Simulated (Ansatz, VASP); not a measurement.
This is a calculation of Ge for Ansatz 0.2.0.

Contents of input.yaml:

```yaml
crystal:
  lattice:
    - [0.0, 2.8476450493, 2.8476450493]
    - [2.8476450493, 0.0, 2.8476450493]
    - [2.8476450493, 2.8476450493, 0.0]
  atoms:
    - { symbol: Ge, position: [0.75, 0.75, 0.75] }
    - { symbol: Ge, position: [0.5, 0.5, 0.5] }
hamiltonian:
  xc: pbe0
  pseudopotentials: { kind: paw }
kpoints:
  mp_grid: { grid: [4, 4, 4] }
scf:
  occupations: { method: fermi_dirac, width: 0.05 }
output:
  forces: true
  stress: true
  eigenvalues: true
```

Potentials or basis: Ansatz PAW.

Launch:

```console
$ ansatz run input.yaml --threads 2 --pin off --max-ram 5632MiB --backend cpu --events-out ev --progress --plain --runs-dir out
```

Question: Set up the same calculation for VASP 6.6.1. Potentials there: VASP PAW PBE potentials, release 64 (Ge_d).

Answer: As run (the cutoff follows the program's own potentials):

File POSCAR:

```
Ge
1.0
    0.0000000000      2.8476450493      2.8476450493
    2.8476450493      0.0000000000      2.8476450493
    2.8476450493      2.8476450493      0.0000000000
Ge
2
Direct
    0.7500000000      0.7500000000      0.7500000000
    0.5000000000      0.5000000000      0.5000000000
```

INCAR.step1

```
SYSTEM = Ge
PREC = Accurate ; ENCUT = 520
EDIFF = 1E-5 ; ISMEAR = -1
SIGMA = 0.05 ; LREAL = .False.
LASPH = .True. ; NELM = 100
ALGO = Normal ; ISIF = 2
LWAVE = .True. ; NBANDS = 21
GGA = PE
```

INCAR.step2

```
SYSTEM = Ge
PREC = Accurate ; ENCUT = 520
EDIFF = 1E-6 ; ISMEAR = -1
SIGMA = 0.05 ; LREAL = .False.
LASPH = .True. ; NELM = 100
ALGO = Normal ; ISIF = 2
LWAVE = .False. ; LCHARG = .True.
GGA = PE ; LHFCALC = .True.
AEXX = 0.25 ; PRECFOCK = Normal
LELF = .True. ; LVHAR = .True.
NBANDS = 21 ; ISTART = 1
```

Contents of KPOINTS:

```
Automatic mesh
0
Gamma
  4 4 4
  0 0 0
```

Potentials or basis: VASP PAW PBE potentials, release 64 (Ge_d).

Run with:

```bash
$ cat potpaw_PBE.64/Ge_d/POTCAR > POTCAR
$ cp INCAR.step1 INCAR
$ mpirun -np 1 vasp_std > vasp.out
$ cp INCAR.step2 INCAR
$ mpirun -np 1 vasp_std > vasp.out
```

Both were run:

|  | VASP | Ansatz | Ansatz less VASP |
| --- | --- | --- | --- |
| gap on the k mesh at the Fermi level (eV) | 1.47 | 1.39 | -0.077 |
| least direct gap on the mesh (eV) | 1.47 | 1.39 | -0.077 |
| pressure (GPa) | -0.6 | -0.5 | +0.07 |

The k mesh is coarse, so the values compare programs but aren't converged.
